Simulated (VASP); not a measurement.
Wanted: the native input for a VASP 6.6.1 run.

| Quantity | Value |
| --- | --- |
| Task | electric field gradients |
| Functional | LDA |
| Potentials or basis | VASP PAW LDA potentials, release 64 (B, As) |
| Cutoff | 520 eV |
| k mesh | 15 × 15 × 15 |
| Occupations | fermi-dirac, width 0.03 eV |
| Spin | no spin polarisation |
| Dipole correction | no |
| Further INCAR settings | ALGO = Normal; EDIFF = 1e-08; NBANDS = 11 |

The structure of BAs lies in POSCAR:

```
BAs
1.0
    0.0000000000      2.4353452264      2.4353452264
    2.4353452264      0.0000000000      2.4353452264
    2.4353452264      2.4353452264      0.0000000000
B As
1 1
Direct
    0.0000000000      0.0000000000      0.0000000000
    0.7500000000      0.7500000000      0.7500000000
```

These files were run (other wordings do the same):

INCAR

```
SYSTEM = BAs
  ALGO = Normal
  EDIFF = 1E-8
  ENCUT = 520
  ISIF = 2
  ISMEAR = -1
  LASPH = .True.
  LCHARG = .False.
  LEFG = .True.
  LREAL = .False.
  LWAVE = .False.
  NBANDS = 11
  NELM = 100
  PREC = Accurate
  SIGMA = 0.03
```

KPOINTS

```
k-points
0
Gamma
  15 15 15
  0 0 0
```

Potentials or basis: VASP PAW LDA potentials, release 64 (B, As).

The run is started by

```bash
$ cat potpaw_LDA.64/B/POTCAR potpaw_LDA.64/As/POTCAR > POTCAR
$ mpirun -np 1 vasp_std > vasp.out
```

Results of the run:

```
Pressure                                : -10.0 GPa
Band gap on the k mesh                  : 1.17 eV (least direct gap 3.18 eV)
Largest electric field gradient by atom : zero within the noise of the run
```

Caveat: the cell stands under tension; an odd mesh through Γ misses points on the zone boundary, where band edges can lie.

Run time: 20 s on 1 thread of Intel(R) Xeon(R) Platinum 8488C (Sapphire Rapids), on a shared host, peak memory 0.17 GiB.
